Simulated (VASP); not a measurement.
# CuNi5 (P4/mmm) in VASP: single point with PBE

Aim: the single point of CuNi5 with PBE.

All numbers are computed with VASP 6.6.1; they aren't measurements. Logs are shortened: lines on timing, memory, paths and dates and some standing lists are left out, and cuts for length are marked.

**1. The cell of the first run**

It takes space group P4/mmm (No. 123, tetragonal). Conventional cell: a = 2.499 Å, b = 2.499 Å, c = 10.618 Å, α = 90.00°, β = 90.00°, γ = 90.00°. Within 3.3 Å of Cu (site symmetry 4/mmm) lie 4 Cu at 2.50 Å and 8 Ni at 2.54 Å. Ni (site symmetry 4mm) has 8 Ni at 2.47 to 2.50 Å and 4 Cu at 2.54 Å within 3.3 Å. Ni (site symmetry 4mm) has 12 Ni at 2.47 to 2.50 Å within 3.3 Å. Within 3.3 Å of Ni (site symmetry 4/mmm) lie 12 Ni at 2.49 to 2.50 Å.

**2. Single point, PBE, collinear spin, ferromagnetic start**

Contents of INCAR:

```
PREC = Accurate
ENCUT = 520
EDIFF = 1E-6
ISMEAR = 0
SIGMA = 0.1
LREAL = False
LASPH = True
NELM = 150
ALGO = Normal
ISIF = 2
LWAVE = False
LCHARG = False
ISPIN = 2
MAGMOM = 0 0.57 0.72 0.77 0.72 0.57
LORBIT = 11
LMAXMIX = 4
GGA = PE
NBANDS = 44
```

Contents of KPOINTS:

```
regular mesh
0
Gamma
  14 14 4
```

Contents of POSCAR:

```
CuNi5
1.0
    2.4987443170      0.0000000000      0.0000000000
    0.0000000000      2.4987443170      0.0000000000
    0.0000000000      0.0000000000     10.6177000757
Cu Ni
1 5
Direct
    0.5000000000      0.5000000000      0.5000000000
    0.0000000000      0.0000000000      0.6720450214
    0.5000000000      0.5000000000      0.8349707101
    0.0000000000      0.0000000000      0.0000000000
    0.5000000000      0.5000000000      0.1650292899
    0.0000000000      0.0000000000      0.3279549786
```

Potentials or basis: VASP PAW PBE potentials, release 64 (Cu, Ni).

The run is started by

```sh
$ cat potpaw_PBE.64/Cu/POTCAR potpaw_PBE.64/Ni/POTCAR > POTCAR
$ mpirun -np 1 vasp_std > vasp.out
```

OUTCAR:

```text
PREC = Accurate
   ENCUT = 520
   EDIFF = 1E-6
   ISMEAR = 0
   LREAL = False
   LASPH = True
   NELM = 150
   ISIF = 2
   ISPIN = 2
   LORBIT = 11
   GGA = PE

 ion  position               nearest neighbor table
   1  0.500  0.500  0.500-   2 2.54   6 2.54   2 2.54   6 2.54   2 2.54   6 2.54   2 2.54   6 2.54

   2  0.000  0.000  0.672-   3 2.47   3 2.47   3 2.47   3 2.47   1 2.54   1 2.54   1 2.54   1 2.54

   3  0.500  0.500  0.835-   2 2.47   2 2.47   2 2.47   2 2.47   4 2.49   4 2.49   4 2.49   4 2.49

   4  0.000  0.000  0.000-   3 2.49   5 2.49   3 2.49   5 2.49   3 2.49   5 2.49   3 2.49   5 2.49

   5  0.500  0.500  0.165-   6 2.47   6 2.47   6 2.47   6 2.47   4 2.49   4 2.49   4 2.49   4 2.49

   6  0.000  0.000  0.328-   5 2.47   5 2.47   5 2.47   5 2.47   1 2.54   1 2.54   1 2.54   1 2.54

  LATTYP: Found a simple tetragonal cell.
 ALAT       =     2.4987443170
 C/A-ratio  =     4.2492142967

  Lattice vectors:

 A1 = (   2.4987443170,   0.0000000000,   0.0000000000)
 A2 = (   0.0000000000,   2.4987443170,   0.0000000000)
 A3 = (   0.0000000000,   0.0000000000,  10.6177000757)

Analysis of symmetry for initial positions (statically):
=====================================================================
 Subroutine PRICEL returns:
 Original cell was already a primitive cell.

 Routine SETGRP: Setting up the symmetry group for a
 simple tetragonal supercell.

 Subroutine GETGRP returns: Found 16 space group operations
 (whereof 16 operations were pure point group operations)
 out of a pool of 16 trial point group operations.

The static configuration has the point symmetry D_4h.

Analysis of symmetry for dynamics (positions and initial velocities):
=====================================================================
 Subroutine PRICEL returns:
 Original cell was already a primitive cell.

 Routine SETGRP: Setting up the symmetry group for a
 simple tetragonal supercell.

 Subroutine GETGRP returns: Found 16 space group operations
 (whereof 16 operations were pure point group operations)
 out of a pool of 16 trial point group operations.

The dynamic configuration has the point symmetry D_4h.

Analysis of structural, dynamic, and magnetic symmetry:
=====================================================================
 Subroutine PRICEL returns:
 Original cell was already a primitive cell.

 Routine SETGRP: Setting up the symmetry group for a
 simple tetragonal supercell.

 Subroutine GETGRP returns: Found 16 space group operations
 (whereof 16 operations were pure point group operations)
 out of a pool of 16 trial point group operations.

The overall configuration has the point symmetry D_4h.

 Subroutine INISYM returns: Found 16 space group operations
 (whereof 16 operations are pure point group operations),
 and found     1 'primitive' translations

----------------------------------------------------------------------------------------

                                     Primitive cell

  volume of cell :      66.2940

  direct lattice vectors                    reciprocal lattice vectors
     2.498744317  0.000000000  0.000000000     0.400201010  0.000000000  0.000000000
     0.000000000  2.498744317  0.000000000     0.000000000  0.400201010  0.000000000
     0.000000000  0.000000000 10.617700076     0.000000000  0.000000000  0.094182355

  length of vectors
     2.498744317  2.498744317 10.617700076     0.400201010  0.400201010  0.094182355

  position of ions in fractional coordinates (direct lattice)
     0.500000000  0.500000000  0.500000000
     0.000000000  0.000000000  0.672045021
     0.500000000  0.500000000  0.834970710
     0.000000000  0.000000000  0.000000000
     0.500000000  0.500000000  0.165029290
     0.000000000  0.000000000  0.327954979

  ion indices of the primitive-cell ions
   primitive index   ion index
                 1           1
                 2           2
                 3           3
                 4           4
                 5           5
                 6           6

[... 33 lines left out ...]
  0.357143  0.000000  0.000000      4.000000
[... 16 lines left out ...]
  0.285714  0.214286  0.000000      8.000000
  0.357143  0.214286  0.000000      8.000000
 [... further k-points ...]
   k-points           NKPTS =    108   k-points in BZ     NKDIM =    108   number of bands    NBANDS=     44
   number of dos      NEDOS =    301   number of ions     NIONS =      6
   total plane-waves  NPLWV =  32000
   dimension x,y,z NGX =    20 NGY =   20 NGZ =   80
   dimension x,y,z NGXF=    40 NGYF=   40 NGZF=  160
   ions per type =               1   5
   NGX,Y,Z   is equivalent  to a cutoff of  13.31, 13.31, 12.53 a.u.
   NGXF,Y,Z  is equivalent  to a cutoff of  26.61, 26.61, 25.05 a.u.
 SYSTEM =  unknown system
   PREC   = accura    normal or accurate (medium, high low for compatibility)
   ISTART =      0    job   : 0-new  1-cont  2-samecut
   ICHARG =      2    charge: 1-file 2-atom 10-const
   ISPIN  =      2    spin polarized calculation?
   LNONCOLLINEAR =      F non collinear calculations
   LSORBIT =      F    spin-orbit coupling
   LASPH  =      T    aspherical Exc in radial PAW
   ENCUT  =  520.0 eV  38.22 Ry    6.18 a.u.   4.65  4.65 19.74*2*pi/ulx,y,z
   NELM   =    150;   NELMIN=  2; NELMDL= -5     # of ELM steps
   EDIFF  = 0.1E-05   stopping-criterion for ELM
   LREAL  =      F    real-space projection
   EDIFFG = 0.1E-04   stopping-criterion for IOM
   NSW    =      0    number of steps for IOM
   IBRION =     -1    ionic relax: 0-MD 1-quasi-New 2-CG
   NFREE  =      0    steps in history (QN), initial steepest desc. (CG)
   ISIF   =      2    stress and relaxation
   ISYM   =      2    0-nonsym 1-usesym 2-fastsym
   POTIM  = 0.5000    time-step for ionic-motion
   TEBEG  =    0.0;   TEEND  =   0.0 temperature during run
   PSTRESS=    0.0 pullay stress
   NELECT =      61.0000    total number of electrons
   NUPDOWN=      -1.0000    fix difference up-down
   EMIN   =  10.00;   EMAX   =-10.00  energy-range for DOS
   EFERMI =   0.00;   METHOD = LEGACY
   ISMEAR =     0;   SIGMA  =   0.10  broadening in eV -4-tet -1-fermi 0-gaus
   EFERMI_NEDOS =   21; number of points for ismear=-14 and -15
   IALGO  =     38    algorithm
   IMIX   =      4    mixing-type and parameters
     AMIX     =   0.40;   BMIX     =  1.00
     AMIX_MAG =   1.60;   BMIX_MAG =  1.00
  volume/ion in A,a.u.               =      11.05        74.56
  Fermi-wavevector in a.u.,A,eV,Ry     =   1.592307  3.009024 34.496768  2.535441
  Thomas-Fermi vector in A             =   2.690712
   LORBIT       =     11    0 simple, 1 ext, 2 COOP (PROOUT), +10 PAW based schemes
   GGA     = PE    functional components
   LHFCALC =     F    Hartree Fock is set to
   AEXX    =    0.0000 exact exchange contribution
   IVDW    =     0    specifies the selected vdW correction
   LEPSILON=     F    determine dielectric tensor
   LRPA    =     F    only Hartree local field effects (RPA)
 spin polarized calculation
 Gauss-broadening in eV      SIGMA  =   0.10
  energy-cutoff  :      520.00
  volume of cell :       66.29
 maximum number of plane-waves:      1835
 NGX is ok and might be reduce to    20
   NGX =  9   NGY =  9   NGZ = 39

 number of electron      61.0000005 magnetization       2.7914102

 Free energy of the ion-electron system (eV)
  ---------------------------------------------------
  ext. energy  EPLUGINS =         0.00000000
  ---------------------------------------------------
  free energy    TOTEN  =       -31.00955269 eV

  energy without entropy =      -30.96069605  energy(sigma->0) =      -30.98512437

 E-fermi :   8.9487     XC(G=0): -13.1530

 val. band max:        8.9440864651   @ k =   0.2857   0.1429   0.5000
 cond. band min:       8.9487641201   @ k =   0.1429   0.0714   0.2500
 fundamental gap:      0.0046776550
 Fermi energy:         8.9487254374

 spin component 1

 k-point     1 :       0.0000    0.0000    0.0000
  band No.  band energies     occupation
      1      -0.0248      1.00000
      2       1.2982      1.00000
      3       1.4075      1.00000
      4       4.0102      1.00000
      5       4.1471      1.00000
      6       4.3810      1.00000
[... 1069 lines left out ...]
     41      19.3909      0.00000
     42      19.8577      0.00000

 [... further k-points ...]

 spin component 2

 k-point     1 :       0.0000    0.0000    0.0000
  band No.  band energies     occupation
      1      -0.0584      1.00000
      2       1.2629      1.00000
      3       1.3809      1.00000
      4       4.0707      1.00000
      5       4.2701      1.00000
      6       4.6272      1.00000
[... 1069 lines left out ...]
     41      19.5307      0.00000
     42      19.9511      0.00000

 [... further k-points ...]

 [bands above 42 left out]

------------------------ aborting loop because EDIFF is reached ----------------------------------------

  FORCE on cell =-STRESS in cart. coord.  units (eV):
  Direction    XX          YY          ZZ          XY          YZ          ZX
  --------------------------------------------------------------------------------------
  -------------------------------------------------------------------------------------
  Total        0.0110455      0.0110455      0.0453694      0.0000000     -0.0000000      0.0000000
  in kB        0.2669461      0.2669461      1.0964765      0.0000000     -0.0000000      0.0000000
  external PRESSURE =       0.5434563 kB  Pullay stress =       0.0000000 kB

 VOLUME and BASIS-vectors are now :
 -----------------------------------------------------------------------------
  energy-cutoff  :      520.00
  volume of cell :       66.29
      direct lattice vectors                 reciprocal lattice vectors
     2.498744317  0.000000000  0.000000000     0.400201010  0.000000000  0.000000000
     0.000000000  2.498744317  0.000000000     0.000000000  0.400201010  0.000000000
     0.000000000  0.000000000 10.617700076     0.000000000  0.000000000  0.094182355

 POSITION                                       TOTAL-FORCE (eV/Angst)
 -----------------------------------------------------------------------------------
      1.24937      1.24937      5.30885        -0.000000     -0.000000      0.000000
      0.00000      0.00000      7.13557        -0.000000      0.000000      0.012235
      1.24937      1.24937      8.86547        -0.000000     -0.000000      0.004429
      0.00000      0.00000      0.00000        -0.000000     -0.000000      0.000000
      1.24937      1.24937      1.75223         0.000000     -0.000000     -0.004429
      0.00000      0.00000      3.48213        -0.000000      0.000000     -0.012235
 -----------------------------------------------------------------------------------
    total drift:                               -0.000000     -0.000000     -0.000000

  FREE ENERGIE OF THE ION-ELECTRON SYSTEM (eV)
  ---------------------------------------------------
  free  energy   TOTEN  =       -31.0095526869 eV

  energy  without entropy=      -30.9606960497  energy(sigma->0) =      -30.98512437

 total charge

# of ion       s       p       d       tot
------------------------------------------
    1        0.463   0.414   9.159  10.036
    2        0.482   0.468   8.340   9.290
    3        0.497   0.499   8.311   9.307
    4        0.495   0.494   8.308   9.298
    5        0.497   0.499   8.311   9.307
    6        0.482   0.468   8.340   9.290
--------------------------------------------------
tot          2.917   2.843  50.769  56.528

 magnetization (x)

# of ion       s       p       d       tot
------------------------------------------
    1       -0.006  -0.015   0.024   0.003
    2       -0.004  -0.017   0.505   0.484
    3       -0.006  -0.023   0.645   0.615
    4       -0.007  -0.025   0.690   0.657
    5       -0.006  -0.023   0.645   0.615
    6       -0.004  -0.017   0.505   0.484
--------------------------------------------------
tot         -0.033  -0.121   3.013   2.859
```

It took 21 min on 1 thread of Oxide Virtual Turin-like, shared host; peak memory 0.49 GiB.

Results:

| Quantity | Value |
| --- | --- |
| Free energy | -31.0096 eV |
| Pressure | 0.1 GPa |
| Largest force | 0.012 eV/Å |
| Net moment | 2.79 μB per cell |
| Site moments | Cu +0.00; Ni +0.48, +0.61, +0.66 (each value once) μB |
| Valence electrons inside the program's atomic spheres | Cu 10.04; Ni 9.29, 9.31, 9.30 (each value once) |

Forces on the atoms (eV/Å):
```
Cu   0.000  0.000  0.000
Ni   0.000  0.000  0.012
Ni   0.000  0.000  0.004
Ni   0.000  0.000  0.000
Ni   0.000  0.000 -0.004
Ni   0.000  0.000 -0.012
```

Levels at points of the mesh, in eV from the Fermi level:
Spin up:
```tsv
k point	band 30	band 31	band 32	band 33	band 34	band 35
(0.00, 0.00, 0.00)	-0.86	-0.77	-0.53	-0.47	-0.44	-0.44
(0.50, 0.00, 0.00)	-0.61	0.04	0.38	0.47	0.64	0.82
(0.50, 0.50, 0.00)	-0.20	2.38	2.38	5.22	5.22	5.25
(0.00, 0.00, 0.50)	-0.63	-0.56	-0.56	-0.51	-0.49	0.69
(0.50, 0.00, 0.50)	-0.52	-0.38	-0.28	0.47	0.85	0.91
(0.50, 0.50, 0.50)	-0.20	3.32	3.32	3.33	3.33	7.52
```
Spin down:
```tsv
k point	band 27	band 28	band 29	band 30	band 31	band 32
(0.00, 0.00, 0.00)	-0.56	-0.47	-0.23	-0.19	-0.19	-0.04
(0.50, 0.00, 0.00)	-0.18	-0.09	0.02	0.06	0.07	0.85
(0.50, 0.50, 0.00)	0.33	0.36	0.50	0.50	2.34	2.34
(0.00, 0.00, 0.50)	-0.46	-0.24	-0.02	-0.02	-0.02	0.05
(0.50, 0.00, 0.50)	-0.33	-0.24	-0.19	0.09	0.11	0.12
(0.50, 0.50, 0.50)	0.33	0.36	0.50	0.50	3.36	3.36
```
